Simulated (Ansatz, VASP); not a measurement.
Two plane-wave programs on K

File INCAR:

```
SYSTEM = K
PREC     = Accurate       ! precision mode
ENCUT    = 520            ! plane-wave cutoff, eV
EDIFF    = 1E-8           ! SCF threshold, eV
ISMEAR   = -1             ! smearing method
SIGMA    = 0.08           ! smearing width, eV
LREAL    = .FALSE.        ! projectors in reciprocal space
LASPH    = .TRUE.         ! aspherical terms in the spheres
NELM     = 100            ! most SCF steps
ALGO     = Normal         ! electronic algorithm
ISIF     = 2              ! what is computed and relaxed
LWAVE    = .FALSE.        ! write WAVECAR
LCHARG   = .FALSE.        ! write CHGCAR
GGA      = PS             ! functional
LEFG     = .TRUE.       
NBANDS   = 10             ! bands
```

File KPOINTS:

```
Automatic mesh
0
G
  10 10 10
  0 0 0
```

The input POSCAR:

```
K
1.0
   -2.6353382536      2.6353382536      2.6353382536
    2.6353382536     -2.6353382536      2.6353382536
    2.6353382536      2.6353382536     -2.6353382536
K
1
Direct
    0.0000000000      0.0000000000      0.0000000000
```

Input for Ansatz:

```yaml
crystal:
  lattice:
    - [-2.6353382536, 2.6353382536, 2.6353382536]
    - [2.6353382536, -2.6353382536, 2.6353382536]
    - [2.6353382536, 2.6353382536, -2.6353382536]
  atoms:
    - { symbol: K, position: [0.0, 0.0, 0.0] }
kpoints:
  mp_grid: { grid: [10, 10, 10] }
scf:
  occupations: { method: fermi_dirac, width: 0.08 }
hamiltonian:
  xc: pbesol
  pseudopotentials: { kind: paw }
output:
  forces: true
  stress: true
  eigenvalues: true
  efg: { contact_densities: true }
```

Change from the starting cell: volume scaled by 1.02, PAW files.

Alike in both runs: task electric field gradients; functional PBEsol; k mesh 10 × 10 × 10; occupations fermi-dirac, width 0.08 eV; no spin polarisation.

|  | VASP | Ansatz |
| --- | --- | --- |
| version | VASP 6.6.1 | Ansatz 0.2.0 |
| potentials or method | VASP PAW PBE potentials, release 64 (K_sv) | PAW with Ansatz's default frozen-core files, scalar-relativistic |
| plane-wave cutoff (eV) | 520 | 420 |
| valence electrons in the cell | 9 | 9 |

|  | VASP | Ansatz | Ansatz less VASP |
| --- | --- | --- | --- |
| pressure (GPa) | -0.1 | -0.1 | +0.01 |

VASP's potentials were made for PBE, not for PBEsol. With one functional, cell and mesh, what is left measures potentials, basis and numerics.
